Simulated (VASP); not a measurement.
# Br (P6/mmm) in VASP: further runs, part 2 of 2

VASP 6.6.1. Earlier steps stand in the parts before.

## 6. Relaxation of cell and atoms, PBE

INCAR

```
SYSTEM = Br
  PREC = Accurate
  ENCUT = 600
  EDIFF = 1E-6
  ISMEAR = 0
  SIGMA = 0.1
  LREAL = .FALSE.
  LASPH = .TRUE.
  NELM = 60
  ALGO = Normal
  ISIF = 3
  LWAVE = .FALSE.
  LCHARG = .FALSE.
  GGA = PE
  IBRION = 2
  NSW = 100
  EDIFFG = -0.01
```

KPOINTS

```
regular mesh
0
G
  15 15 14
  0 0 0
```

POSCAR

```
Br
1.0
    3.4138445046      0.0000000000      0.0000000000
   -1.7069222523      2.9564760656      0.0000000000
    0.0000000000      0.0000000000      3.1898109590
Br
1
Direct
    0.0000000000      0.0000000000      0.0000000000
```

Potentials or basis: VASP PAW PBE potentials, release 64 (Br).

Launch:

```sh
cat potpaw_PBE.64/Br/POTCAR > POTCAR
mpirun -np 1 vasp_std > vasp.out
```

OUTCAR:

```text
SYSTEM = Br
   PREC = Accurate
   ENCUT = 600
   EDIFF = 1E-6
   ISMEAR = 0
   LREAL = .FALSE.
   LASPH = .TRUE.
   NELM = 60
   ISIF = 3
   GGA = PE
   IBRION = 2
   NSW = 100
   EDIFFG = -0.01

 ion  position               nearest neighbor table
   1  0.000  0.000  0.000-

  LATTYP: Found a hexagonal cell.
 ALAT       =     3.4138445046
 C/A-ratio  =     0.9343750000

  Lattice vectors:

 A1 = (   3.4138445046,   0.0000000000,   0.0000000000)
 A2 = (  -1.7069222523,   2.9564760656,   0.0000000000)
 A3 = (   0.0000000000,   0.0000000000,   3.1898109590)

Analysis of symmetry for initial positions (statically):
=====================================================================
 Subroutine PRICEL returns:
 Original cell was already a primitive cell.

 Routine SETGRP: Setting up the symmetry group for a
 hexagonal supercell.

 Subroutine GETGRP returns: Found 24 space group operations
 (whereof 24 operations were pure point group operations)
 out of a pool of 24 trial point group operations.

The static configuration has the point symmetry D_6h.

Analysis of symmetry for dynamics (positions and initial velocities):
=====================================================================
 Subroutine PRICEL returns:
 Original cell was already a primitive cell.

 Routine SETGRP: Setting up the symmetry group for a
 hexagonal supercell.

 Subroutine GETGRP returns: Found 24 space group operations
 (whereof 24 operations were pure point group operations)
 out of a pool of 24 trial point group operations.

The dynamic configuration has the point symmetry D_6h.

 Subroutine INISYM returns: Found 24 space group operations
 (whereof 24 operations are pure point group operations),
 and found     1 'primitive' translations

----------------------------------------------------------------------------------------

                                     Primitive cell

  volume of cell :      32.1946

  direct lattice vectors                    reciprocal lattice vectors
     3.413844505  0.000000000  0.000000000     0.292924882  0.169120260  0.000000000
    -1.706922252  2.956476066  0.000000000     0.000000000  0.338240519  0.000000000
     0.000000000  0.000000000  3.189810959     0.000000000  0.000000000  0.313498202

  length of vectors
[... 129 lines left out ...]

  energy without entropy =       -1.09206938  energy(sigma->0) =       -1.09687352

------------------------ aborting loop because EDIFF is reached ----------------------------------------

  FORCE on cell =-STRESS in cart. coord.  units (eV):
  Direction    XX          YY          ZZ          XY          YZ          ZX
  --------------------------------------------------------------------------------------
  -------------------------------------------------------------------------------------
  Total       -0.1173798     -0.1173798     -1.4341461     -0.0000000      0.0000000      0.0000000
  in kB       -5.8414545     -5.8414545    -71.3708601     -0.0000000      0.0000000      0.0000000
  external PRESSURE =     -27.6845897 kB  Pullay stress =       0.0000000 kB
[... 86 lines left out ...]
  FREE ENERGIE OF THE ION-ELECTRON SYSTEM (eV)
  ---------------------------------------------------
  free  energy   TOTEN  =        -1.3879264114 eV

  energy  without entropy=       -1.3847855618  energy(sigma->0) =       -1.38635599

 E-fermi :   0.8456     XC(G=0):  -8.5629

 val. band max:        0.8450205008   @ k =   0.2667   0.1333   0.5000
 cond. band min:       0.8488805092   @ k =   0.1333   0.0667   0.3571
 fundamental gap:      0.0038600084
 Fermi energy:         0.8456198842

 k-point     1 :       0.0000    0.0000    0.0000
  band No.  band energies     occupation
      1     -15.0068      2.00000
      2      -0.4258      2.00000
      3      -0.4258      2.00000
      4       4.3254      0.00000
      5       6.5568      0.00000
      6      11.5387      0.00000
      7      12.9018      0.00000
[... 221 lines left out ...]
 k-point    24 :       0.4000    0.2000    0.0000
  band No.  band energies     occupation
      1     -14.4760      2.00000
      2      -3.1241      2.00000
      3      -1.9215      2.00000
      4       4.6120      0.00000
      5       9.3028      0.00000
      6      12.6066      0.00000
      7      13.7849      0.00000

 [... further k-points ...]

[... ionic steps 4 to 18 ...]

--------------------------------------- Ionic step       19  -------------------------------------------

 number of electron       7.0000002 magnetization

------------------------ aborting loop because EDIFF is reached ----------------------------------------
[... 65 lines left out ...]
--------------------------------------- Ionic step       21  -------------------------------------------

 number of electron       7.0000002 magnetization

 Free energy of the ion-electron system (eV)
  ---------------------------------------------------
  ext. energy  EPLUGINS =         0.00000000
  ---------------------------------------------------
  free energy    TOTEN  =        -1.54521048 eV

  energy without entropy =       -1.54039285  energy(sigma->0) =       -1.54280167

 E-fermi :  -0.6126     XC(G=0):  -7.7046

 val. band max:       -0.6202288400   @ k =   0.4000   0.1333   0.5000
 cond. band min:      -0.6085585736   @ k =   0.4667   0.0000   0.4286
 fundamental gap:      0.0116702664
 Fermi energy:        -0.6126002968

 k-point     1 :       0.0000    0.0000    0.0000
  band No.  band energies     occupation
      1     -15.9869      2.00000
      2      -2.2016      2.00000
      3      -2.2016      2.00000
      4       3.3193      0.00000
      5       4.7506      0.00000
      6       9.6441      0.00000
      7       9.6441      0.00000
[... 258 lines left out ...]
  FREE ENERGIE OF THE ION-ELECTRON SYSTEM (eV)
  ---------------------------------------------------
  free  energy   TOTEN  =        -1.5452104834 eV

  energy  without entropy=       -1.5403928479  energy(sigma->0) =       -1.54280167

 reached required accuracy - stopping structural energy minimisation
```

OSZICAR:

```text
N       E                     dE             d eps       ncg     rms          rms(c)
DAV:   1     0.267047791604E+02    0.26705E+02   -0.30996E+03  3024   0.853E+02
DAV:   2    -0.175362906891E+00   -0.26880E+02   -0.26250E+02  4165   0.115E+02
DAV:   3    -0.110566660794E+01   -0.93030E+00   -0.91558E+00  3605   0.255E+01
[... 164 lines left out ...]
       N       E                     dE             d eps       ncg     rms          rms(c)
DAV:   1    -0.154532757991E+01   -0.17331E-03   -0.46388E-03  3318   0.508E-01    0.739E-02
DAV:   2    -0.154524244013E+01    0.85140E-04   -0.14438E-04  3598   0.960E-02    0.320E-02
DAV:   3    -0.154521069910E+01    0.31741E-04   -0.10021E-04  3199   0.701E-02    0.236E-02
DAV:   4    -0.154521048339E+01    0.21570E-06   -0.82197E-07  3003   0.860E-03
  21 F= -.15452105E+01 E0= -.15428017E+01  d E =-.223133E-04
```

CONTCAR:

```text
Br
   1.00000000000000
     3.9525089085648553    0.0000000000000000   -0.0000000000000000
    -1.9762544542824276    3.4229731235705398   -0.0000000000000000
    -0.0000000000000000   -0.0000000000000001    2.5973349656755356
  Br
     1
Direct
     0.0000000000000000    0.0000000000000000    0.0000000000000000

  0.00000000E+00  0.00000000E+00  0.00000000E+00
```

It took 5.8 min on 1 thread of Oxide Virtual Turin-like, shared host; peak memory 0.17 GiB.

What came out:

```
Free energy                           : -1.5452 eV
Relaxed volume                        : 35.14 Å³/atom
Relaxed cell                          : a = 3.953 Å, b = 3.953 Å, c = 2.597 Å, α = 90.00°, β = 90.00°, γ = 120.00°
Space group after relaxing (to 0.1 Å) : P6/mmm (No. 191)
Energy gained by relaxing             : 443.5 meV/atom
Ionic steps                           : 21
Pressure after relaxing               : 0.0 GPa
Band gap on the k mesh                : zero (an odd number of electrons rules out a gap without spin polarisation)
```

Step by step:
```
step  energy change (eV)  largest force (eV/Å)  pressure (GPa)  volume (Å³)
   1              0.0000                0.0000           -2.77        32.19
   2             -0.1177                0.0000           -1.58        29.63
   3             -0.2862                0.0000            5.45        25.53
   4             -0.2965                0.0000            8.26        25.34
   5             -0.3014                0.0000            7.08        25.41
   6             -0.3411                0.0000            5.29        26.39
   7             -0.4110                0.0000            1.52        29.47
   8             -0.4209                0.0000           -1.90        36.28
   9             -0.4301                0.0000           -1.15        33.91
  10             -0.4309                0.0000           -0.80        33.11
  11             -0.4413                0.0000            0.11        33.44
  12             -0.4419                0.0000            0.41        33.52
  13             -0.4424                0.0000            0.31        33.81
  14             -0.4434                0.0000            0.04        34.69
  15             -0.4435                0.0000           -0.02        34.99
  16             -0.4435                0.0000            0.00        35.12
  17             -0.4435                0.0000           -0.12        35.38
  18             -0.4435                0.0000           -0.09        35.25
  19             -0.4435                0.0000           -0.09        35.19
  20             -0.4435                0.0000            0.15        35.07
  21             -0.4435                0.0000           -0.02        35.14
```

Final structure:
```
CELL_PARAMETERS angstrom
3.95251 0.00000 0.00000
-1.97625 3.42297 0.00000
0.00000 0.00000 2.59733
ATOMIC_POSITIONS crystal
Br 0.00000 0.00000 0.00000
```

Levels at points of the mesh, in eV from the Fermi level:
```csv
k point,band 1,band 2,band 3,band 4,band 5,band 6,band 7
"(0.00, 0.00, 0.00)",-15.37,-1.59,-1.59,3.93,5.36,10.26,10.26
"(0.00, 0.00, 0.50)",-12.65,-5.68,0.46,0.46,10.32,10.98,11.16
```

Caveat: a cell axis changed by over 15 % at a fixed basis, so the end point is rough; an odd number of electrons without spin polarisation forces a metal; a magnetic or distorted state may lie lower.

## 7. Summary

| task | cell | k mesh | cutoff (eV) | gap on the mesh (eV) | pressure (GPa) | relaxed volume (Å³/atom) |
| --- | --- | --- | --- | --- | --- | --- |
| single point | a = 3.414, b = 3.414, c = 3.190 Å, angles 90.0, 90.0, 120.0°, 1 atom | 6 × 6 × 6 | 520 | none | -2.9 | - |
| single point | a = 4.291, b = 4.291, c = 2.550 Å, angles 90.0, 90.0, 120.0°, 1 atom | 12 × 12 × 16 | 520 | none | 0.0 | - |
| single point | a = 3.957, b = 3.957, c = 2.597 Å, angles 90.0, 90.0, 120.0°, 1 atom | 15 × 15 × 14 | 520 | none | 0.0 | - |
| relaxation of cell and atoms | relaxed from a = 3.957, b = 3.957, c = 2.597 Å, angles 90.0, 90.0, 120.0°, 1 atom | 12 × 12 × 16 | 600 | none | 0.0 | 40.23 |
| relaxation of cell and atoms | relaxed from a = 3.414, b = 3.414, c = 3.190 Å, angles 90.0, 90.0, 120.0°, 1 atom | 15 × 15 × 14 | 600 | none | 0.0 | 35.14 |

Alike in all rows: level PBE; potentials or basis VASP PAW PBE potentials, release 64 (Br); no spin polarisation; smearing gaussian 0.1 eV.

Caveats: an odd number of electrons without spin polarisation forces a metal; a magnetic or distorted state may lie lower; a cell axis changed by over 15 % at a fixed basis, so the end point is rough (at least some runs).

Absolute energies hang on the potentials; compare differences alone.

The gap in the log of VASP goes by the Fermi energy; the results here count the filled bands.